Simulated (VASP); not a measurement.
Si2Ni: single point with PBEsol

The system is Si2Ni.

```
CELL_PARAMETERS angstrom
0.00000 2.52301 2.52301
2.52301 0.00000 2.52301
2.52301 2.52301 0.00000
ATOMIC_POSITIONS crystal
Si 0.25000 0.25000 0.25000
Si 0.75000 0.75000 0.75000
Ni 0.00000 0.00000 0.00000
```

```yaml
Program: VASP 6.6.1
Task: single point
Functional: PBEsol
Potentials_or_basis: VASP PAW PBE potentials, release 64 (Si, Ni)
Cutoff: 520 eV
k_mesh: 14 × 14 × 14
Occupations: gaussian, width 0.1 eV
Spin: no spin polarisation
```

```json
{"Pressure": "50.0 GPa", "Band gap on the k mesh": "zero (bands 9 and 10 overlap by 1.88 eV)"}
```

Levels at points of the mesh, in eV from the Fermi level:
```
           k point  band 5  band 6  band 7  band 8  band 9  band 10  band 11  band 12  band 13  band 14
(0.00, 0.00, 0.00)   -5.09   -5.09    1.32    1.56    1.56     1.56     1.78     1.78     1.78     5.01
(0.50, 0.00, 0.00)   -5.13   -4.81   -4.81   -2.24   -2.24     1.64     1.64     1.78     3.71     9.50
(0.50, 0.50, 0.00)   -5.83   -5.11   -5.11   -4.88   -4.51    -0.32     0.61     7.35     9.86     9.86
```

It took 24 s on 1 thread of Intel(R) Xeon(R) 6975P-C (Granite Rapids), with other jobs on the host, peak memory 0.19 GiB.

Caveat: the cell stands under pressure; the PAW data sets were made with another functional, which shifts forces and pressure a little. Spin polarisation is off, so any magnetic state and its effect on volume and gap are missing.
